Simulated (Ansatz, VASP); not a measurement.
Ag: VASP beside Ansatz

```
Ag
1.0
     2.86445    0.00000    0.00000
    -1.43222    2.48068    0.00000
     0.00000    0.00000    4.63857
Ag
2
Direct
  0.33333 0.66667 0.25000
  0.66667 0.33333 0.75000
```

Alike in both runs: task single point; functional PBE; k mesh 14 × 14 × 8; occupations fermi-dirac, width 0.1 eV; no spin polarisation.

|  | VASP | Ansatz |
| --- | --- | --- |
| version | VASP 6.6.1 | Ansatz 0.2.0 |
| potentials or method | VASP PAW PBE potentials, release 64 (Ag), cutoff 520 eV | plane waves (420 eV) with PAW, scalar-relativistic |
| valence electrons in the cell | 22 | 38 |

VASP gave:

| Property | Result |
| --- | --- |
| pressure (GPa) | 9.3 |
| traceless stress, the component that is largest in VASP (GPa) | 0.75 |

**Question.** Which values does Ansatz return?

**Answer.** Pressure (GPa): 9.5; traceless stress, the component that is largest in VASP (GPa): 0.77.

VASP's potentials hold 22 valence electrons a cell and Ansatz's 38, so a difference there can come from the potentials and not from the codes.
